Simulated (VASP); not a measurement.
# Ta2H (C222) in VASP: notebook

Ta2H is run at these levels: PBEsol; tasks: single point.

All numbers are computed with VASP 6.6.1; they aren't measurements. Logs are shortened: lines on timing, memory, paths and dates and some standing lists are left out, and cuts for length are marked.

### Step 1. The cell of the first run

Symmetry: C222, No. 21, orthorhombic system. Conventional cell: a = 3.525 Å, b = 4.859 Å, c = 4.875 Å, α = 90.00°, β = 90.00°, γ = 90.00°. Ta (site symmetry 2) has 2 H at 1.98 Å within 2.6 Å. H (site symmetry 222) has 4 Ta at 1.98 Å within 2.6 Å.

### Step 2. Single point, PBEsol

File INCAR:

```
SYSTEM = Ta2H
PREC = Accurate
ENCUT = 520
EDIFF = 1E-6
ISMEAR = 1
SIGMA = 0.15
LREAL = .False.
LASPH = .True.
NELM = 80
ALGO = Normal
ISIF = 2
LWAVE = .False.
LCHARG = .False.
GGA = PS
NBANDS = 18
```

File KPOINTS:

```
Automatic mesh
0
Gamma
  10 10 6
  0 0 0
```

File POSCAR:

```
Ta2H
1.0
    1.7624747464     -2.4293323865      0.0000000000
    1.7624747464      2.4293323865      0.0000000000
    0.0000000000      0.0000000000      4.8746771664
Ta H
2 1
Direct
    0.0000000000      0.5000000000      0.2645700000
    0.5000000000      0.0000000000      0.7354300000
    0.0000000000      0.0000000000      0.0000000000
```

Potentials or basis: VASP PAW PBE potentials, release 64 (Ta_pv, H).

Started as:

```
$ cat potpaw_PBE.64/Ta_pv/POTCAR potpaw_PBE.64/H/POTCAR > POTCAR
$ mpirun -np 1 vasp_std > vasp.out
```

OUTCAR:

```text
SYSTEM = Ta2H
   PREC = Accurate
   ENCUT = 520
   EDIFF = 1E-6
   ISMEAR = 1
   LREAL = .False.
   LASPH = .True.
   NELM = 80
   ISIF = 2
   GGA = PS

 ion  position               nearest neighbor table
   1  0.000  0.500  0.265-   3 1.98   3 1.98   2 2.89   2 2.89   2 3.12   2 3.12   2 3.34   2 3.34
                             2 3.54   2 3.54
   2  0.500  0.000  0.735-   3 1.98   3 1.98   1 2.89   1 2.89   1 3.12   1 3.12   1 3.34   1 3.34
                             1 3.54   1 3.54
   3  0.000  0.000  0.000-   1 1.98   2 1.98   1 1.98   2 1.98

  LATTYP: Found a base centered orthorhombic cell.
 ALAT       =     3.5249494928
 B/A-ratio  =     1.3783643660
 C/A-ratio  =     1.3829069541

  Lattice vectors:

 A1 = (   1.7624747464,  -2.4293323865,   0.0000000000)
 A2 = (   1.7624747464,   2.4293323865,   0.0000000000)
 A3 = (   0.0000000000,   0.0000000000,   4.8746771664)

Analysis of symmetry for initial positions (statically):
=====================================================================
 Subroutine PRICEL returns:
 Original cell was already a primitive cell.

 Routine SETGRP: Setting up the symmetry group for a
 base centered orthorhombic supercell.

 Subroutine GETGRP returns: Found  4 space group operations
 (whereof  4 operations were pure point group operations)
 out of a pool of  8 trial point group operations.

The static configuration has the point symmetry D_2 .

Analysis of symmetry for dynamics (positions and initial velocities):
=====================================================================
 Subroutine PRICEL returns:
 Original cell was already a primitive cell.

 Routine SETGRP: Setting up the symmetry group for a
 base centered orthorhombic supercell.

 Subroutine GETGRP returns: Found  4 space group operations
 (whereof  4 operations were pure point group operations)
 out of a pool of  8 trial point group operations.

The dynamic configuration has the point symmetry D_2 .

 Subroutine INISYM returns: Found  4 space group operations
 (whereof  4 operations are pure point group operations),
 and found     1 'primitive' translations

----------------------------------------------------------------------------------------

                                     Primitive cell

  volume of cell :      41.7432

  direct lattice vectors                    reciprocal lattice vectors
     1.762474746 -2.429332387  0.000000000     0.283692008 -0.205817863  0.000000000
     1.762474746  2.429332387  0.000000000     0.283692008  0.205817863  0.000000000
     0.000000000  0.000000000  4.874677166     0.000000000  0.000000000  0.205141790

  length of vectors
     3.001328552  3.001328552  4.874677166     0.350488442  0.350488442  0.205141790

  position of ions in fractional coordinates (direct lattice)
     0.000000000  0.500000000  0.264570000
     0.500000000  0.000000000  0.735430000
     0.000000000  0.000000000  0.000000000

  ion indices of the primitive-cell ions
   primitive index   ion index
                 1           1
                 2           2
                 3           3

----------------------------------------------------------------------------------------

 KPOINTS: Automatic mesh

Automatic generation of k-mesh.
 Grid dimensions read from file:
 generate k-points for:   10   10    6

 Generating k-lattice:

  Cartesian coordinates                     Fractional coordinates (reciprocal lattice)
     0.028369201 -0.020581786  0.000000000     0.100000000  0.000000000  0.000000000
     0.028369201  0.020581786  0.000000000     0.000000000  0.100000000  0.000000000
     0.000000000  0.000000000  0.034190298     0.000000000  0.000000000  0.166666667

  Length of vectors
     0.035048844  0.035048844  0.034190298

  Shift w.r.t. Gamma in fractional coordinates (k-lattice)
     0.000000000  0.000000000  0.000000000

 Subroutine IBZKPT returns following result:
 ===========================================

 Found    124 irreducible k-points:

 Following reciprocal coordinates:
            Coordinates               Weight
  0.000000  0.000000  0.000000      1.000000
  0.100000 -0.000000  0.000000      4.000000
  0.200000 -0.000000  0.000000      4.000000
  0.300000  0.000000  0.000000      4.000000
  0.400000  0.000000  0.000000      4.000000
  0.500000 -0.000000  0.000000      2.000000
[... 16 lines left out ...]
  0.300000  0.300000  0.000000      2.000000
  0.400000  0.300000  0.000000      4.000000
 [... further k-points ...]
   k-points           NKPTS =    124   k-points in BZ     NKDIM =    124   number of bands    NBANDS=     18
   number of dos      NEDOS =    301   number of ions     NIONS =      3
   total plane-waves  NPLWV =  20736
   dimension x,y,z NGX =    24 NGY =   24 NGZ =   36
   dimension x,y,z NGXF=    48 NGYF=   48 NGZF=   72
   ions per type =               2   1
   NGX,Y,Z   is equivalent  to a cutoff of  13.29, 13.29, 12.28 a.u.
   NGXF,Y,Z  is equivalent  to a cutoff of  26.59, 26.59, 24.55 a.u.
 SYSTEM =  Ta2H
   PREC   = accura    normal or accurate (medium, high low for compatibility)
   ISTART =      0    job   : 0-new  1-cont  2-samecut
   ICHARG =      2    charge: 1-file 2-atom 10-const
   ISPIN  =      1    spin polarized calculation?
   LNONCOLLINEAR =      F non collinear calculations
   LSORBIT =      F    spin-orbit coupling
   LASPH  =      T    aspherical Exc in radial PAW
   ENCUT  =  520.0 eV  38.22 Ry    6.18 a.u.   5.58  5.58  9.06*2*pi/ulx,y,z
   NELM   =     80;   NELMIN=  2; NELMDL= -5     # of ELM steps
   EDIFF  = 0.1E-05   stopping-criterion for ELM
   LREAL  =      F    real-space projection
   EDIFFG = 0.1E-04   stopping-criterion for IOM
   NSW    =      0    number of steps for IOM
   IBRION =     -1    ionic relax: 0-MD 1-quasi-New 2-CG
   NFREE  =      0    steps in history (QN), initial steepest desc. (CG)
   ISIF   =      2    stress and relaxation
   ISYM   =      2    0-nonsym 1-usesym 2-fastsym
   POTIM  = 0.5000    time-step for ionic-motion
   TEBEG  =    0.0;   TEEND  =   0.0 temperature during run
   PSTRESS=    0.0 pullay stress
   NELECT =      23.0000    total number of electrons
   NUPDOWN=      -1.0000    fix difference up-down
   EMIN   =  10.00;   EMAX   =-10.00  energy-range for DOS
   EFERMI =   0.00;   METHOD = LEGACY
   ISMEAR =     1;   SIGMA  =   0.15  broadening in eV -4-tet -1-fermi 0-gaus
   EFERMI_NEDOS =   21; number of points for ismear=-14 and -15
   IALGO  =     38    algorithm
   IMIX   =      4    mixing-type and parameters
     AMIX     =   0.40;   BMIX     =  1.00
     AMIX_MAG =   1.60;   BMIX_MAG =  1.00
  volume/ion in A,a.u.               =      13.91        93.90
  Fermi-wavevector in a.u.,A,eV,Ry     =   1.342112  2.536225 24.507706  1.801266
  Thomas-Fermi vector in A             =   2.470292
   LORBIT       =      0    0 simple, 1 ext, 2 COOP (PROOUT), +10 PAW based schemes
   GGA     = PS    functional components
   LHFCALC =     F    Hartree Fock is set to
   AEXX    =    0.0000 exact exchange contribution
   IVDW    =     0    specifies the selected vdW correction
   LEPSILON=     F    determine dielectric tensor
   LRPA    =     F    only Hartree local field effects (RPA)
 non-spin polarized calculation
 Methfessel and Paxton  Order N= 1 SIGMA  =   0.15
  energy-cutoff  :      520.00
  volume of cell :       41.74
 maximum number of plane-waves:      1144
 NGX is ok and might be reduce to    24
   NGX = 11   NGY = 11   NGZ = 19

 number of electron      23.0000000 magnetization

 Free energy of the ion-electron system (eV)
  ---------------------------------------------------
  ext. energy  EPLUGINS =         0.00000000
  ---------------------------------------------------
  free energy    TOTEN  =       -28.74995154 eV

  energy without entropy =      -28.75032867  energy(sigma->0) =      -28.75007725

 E-fermi :   4.7385     XC(G=0): -12.2392

 val. band max:        4.7354030212   @ k =   0.2000   0.2000   0.1667
 cond. band min:       4.7487227437   @ k =   0.1000  -0.0000   0.5000
 fundamental gap:      0.0133197225
 Fermi energy:         4.7385472647

 k-point     1 :       0.0000    0.0000    0.0000
  band No.  band energies     occupation
      1     -29.7733      2.00000
      2     -29.2421      2.00000
      3     -29.0117      2.00000
      4     -29.0035      2.00000
      5     -28.9833      2.00000
      6     -28.9511      2.00000
[... 10 lines left out ...]
     17       8.5734      0.00000
     18      11.0080      0.00000

 k-point     2 :       0.1000   -0.0000    0.0000
  band No.  band energies     occupation
      1     -29.7499      2.00000
      2     -29.2659      2.00000
      3     -29.0456      2.00000
      4     -29.0237      2.00000
      5     -29.0104      2.00000
      6     -28.9673      2.00000
[... 10 lines left out ...]
     17       8.7833      0.00000
     18      11.1347      0.00000

 k-point     3 :       0.2000   -0.0000    0.0000
  band No.  band energies     occupation
      1     -29.6844      2.00000
      2     -29.3517      2.00000
      3     -29.1783      2.00000
      4     -29.0755      2.00000
      5     -29.0424      2.00000
      6     -28.9816      2.00000
[... 10 lines left out ...]
     17       8.8260      0.00000
     18      11.6501      0.00000

 k-point     4 :       0.3000    0.0000    0.0000
  band No.  band energies     occupation
      1     -29.5927      2.00000
      2     -29.4839      2.00000
      3     -29.3466      2.00000
      4     -29.1268      2.00000
      5     -29.0693      2.00000
      6     -28.9966      2.00000
[... 375 lines left out ...]
      4     -29.1847      2.00000
      5     -29.0485      2.00000
      6     -29.0046      2.00000
[... 10 lines left out ...]
     17      10.4859      0.00000
     18      10.7099      0.00000

 k-point    23 :       0.3000    0.3000    0.0000
  band No.  band energies     occupation
      1     -29.5160      2.00000
      2     -29.4492      2.00000
      3     -29.4265      2.00000
      4     -29.3190      2.00000
      5     -29.2420      2.00000
      6     -29.2337      2.00000
[... 10 lines left out ...]
     17       8.7743      0.00000
     18      10.1515      0.00000

 k-point    24 :       0.4000    0.3000    0.0000
  band No.  band energies     occupation
      1     -29.6161      2.00000
      2     -29.5143      2.00000
      3     -29.4531      2.00000
      4     -29.3588      2.00000
      5     -29.2363      2.00000
      6     -29.1549      2.00000
[... 10 lines left out ...]
     17       9.3476      0.00000
     18      11.5508      0.00000

 [... further k-points ...]

------------------------ aborting loop because EDIFF is reached ----------------------------------------

  FORCE on cell =-STRESS in cart. coord.  units (eV):
  Direction    XX          YY          ZZ          XY          YZ          ZX
  --------------------------------------------------------------------------------------
  -------------------------------------------------------------------------------------
  Total       -4.3039330     -4.3625995     -4.3638559      0.0000000      0.0000000      0.0000000
  in kB     -165.1925229   -167.4442457   -167.4924710      0.0000000      0.0000000      0.0000000
  external PRESSURE =    -166.7097465 kB  Pullay stress =       0.0000000 kB

 VOLUME and BASIS-vectors are now :
 -----------------------------------------------------------------------------
  energy-cutoff  :      520.00
  volume of cell :       41.74
      direct lattice vectors                 reciprocal lattice vectors
     1.762474746 -2.429332387  0.000000000     0.283692008 -0.205817863  0.000000000
     1.762474746  2.429332387  0.000000000     0.283692008  0.205817863  0.000000000
     0.000000000  0.000000000  4.874677166     0.000000000  0.000000000  0.205141790

 POSITION                                       TOTAL-FORCE (eV/Angst)
 -----------------------------------------------------------------------------------
      0.88124      1.21467      1.28969         0.000000      0.000000      0.125247
      0.88124     -1.21467      3.58498        -0.000000      0.000000     -0.125247
      0.00000      0.00000      0.00000         0.000000     -0.000000      0.000000
 -----------------------------------------------------------------------------------
    total drift:                                0.000000      0.000000      0.000000

  FREE ENERGIE OF THE ION-ELECTRON SYSTEM (eV)
  ---------------------------------------------------
  free  energy   TOTEN  =       -28.7499515442 eV

  energy  without entropy=      -28.7503286714  energy(sigma->0) =      -28.75007725
```

Wall time 42 s (1 thread of AMD EPYC 9R45 (Zen 5), shared host); peak memory 0.18 GiB.

What came out:

- Free energy: -28.7500 eV
- Pressure: -16.7 GPa
- Largest force: 0.125 eV/Å

Forces in eV/Å, atoms in the order of the input:
```
Ta   0.000  0.000  0.125
Ta   0.000  0.000 -0.125
H    0.000  0.000  0.000
```

Levels at points of the mesh, in eV from the Fermi level:
| k point | band 8 | band 9 | band 10 | band 11 | band 12 | band 13 | band 14 | band 15 |
| --- | --- | --- | --- | --- | --- | --- | --- | --- |
| (0.00, 0.00, 0.00) | -4.16 | -2.95 | -0.67 | 0.20 | 0.25 | 0.76 | 2.75 | 3.24 |
| (0.50, 0.00, 0.00) | -3.13 | -2.47 | -1.60 | -0.80 | -0.76 | 2.54 | 2.72 | 3.56 |
| (0.50, 0.50, 0.00) | -4.16 | -3.44 | -2.12 | -0.25 | 3.14 | 3.49 | 5.32 | 5.40 |
| (0.00, 0.00, 0.50) | -5.69 | -1.98 | -1.08 | -0.69 | 0.36 | 2.07 | 2.64 | 2.84 |
| (0.50, 0.00, 0.50) | -4.12 | -1.58 | -1.45 | -0.64 | 0.66 | 2.69 | 2.78 | 3.81 |
| (0.50, 0.50, 0.50) | -2.74 | -2.73 | -1.87 | 0.22 | 0.27 | 0.68 | 1.41 | 5.47 |

Caveat: the PAW data sets were made with another functional, which shifts forces and pressure a little; spin-orbit coupling is left out, which moves the levels of the heavy elements.

### Step 3. Single point, PBEsol

This run uses another cell than the first one, of 14.24 Å³/atom, 1.023 times its volume.

File INCAR:

```
ALGO = Normal
EDIFF = 1E-6
ENCUT = 520
GGA = PS
ISIF = 2
ISMEAR = 1
LASPH = True
LCHARG = False
LREAL = False
LWAVE = False
NBANDS = 18
NELM = 100
PREC = Accurate
SIGMA = 0.15
```

File KPOINTS:

```
k-points
0
Gamma
  10 10 6
```

File POSCAR:

```
Ta2H
1.0
    1.7760327772     -2.4480202931      0.0000000000
    1.7760327772      2.4480202931      0.0000000000
    0.0000000000      0.0000000000      4.9121761567
Ta H
2 1
Direct
    0.0000000000      0.5000000000      0.2645700000
    0.5000000000      0.0000000000      0.7354300000
    0.0000000000      0.0000000000      0.0000000000
```

Potentials or basis: VASP PAW PBE potentials, release 64 (Ta_pv, H).

Started as:

```
$ cat potpaw_PBE.64/Ta_pv/POTCAR potpaw_PBE.64/H/POTCAR > POTCAR
$ mpirun -np 1 vasp_std > vasp.out
```

It took 46 s on 1 thread of AMD EPYC 9R45 (Zen 5), shared host; peak memory 0.19 GiB.

Results (log left out):

| Item | Value |
| --- | --- |
| Free energy | -28.6394 eV |
| Pressure | -19.9 GPa |
| Largest force | 0.149 eV/Å |

Forces on the atoms (eV/Å):
```
Ta   0.000  0.000  0.149
Ta   0.000  0.000 -0.149
H    0.000  0.000  0.000
```

Stress tensor (GPa, compression positive):
```
-19.46   0.00   0.00
  0.00 -20.13   0.00
  0.00   0.00 -20.20
```

Levels at points of the mesh, in eV from the Fermi level:
| k point | band 8 | band 9 | band 10 | band 11 | band 12 | band 13 | band 14 | band 15 |
| --- | --- | --- | --- | --- | --- | --- | --- | --- |
| (0.00, 0.00, 0.00) | -4.07 | -2.90 | -0.68 | 0.20 | 0.25 | 0.74 | 2.68 | 3.14 |
| (0.50, 0.00, 0.00) | -3.10 | -2.41 | -1.55 | -0.80 | -0.74 | 2.47 | 2.65 | 3.45 |
| (0.50, 0.50, 0.00) | -4.07 | -3.33 | -2.05 | -0.28 | 3.05 | 3.38 | 5.18 | 5.24 |
| (0.00, 0.00, 0.50) | -5.64 | -1.93 | -1.04 | -0.66 | 0.35 | 2.01 | 2.57 | 2.77 |
| (0.50, 0.00, 0.50) | -4.03 | -1.53 | -1.40 | -0.68 | 0.60 | 2.61 | 2.70 | 3.70 |
| (0.50, 0.50, 0.50) | -2.66 | -2.65 | -1.82 | 0.21 | 0.26 | 0.65 | 1.37 | 5.31 |

Caveat: the PAW data sets were made with another functional, which shifts forces and pressure a little; spin-orbit coupling is left out, which moves the levels of the heavy elements.
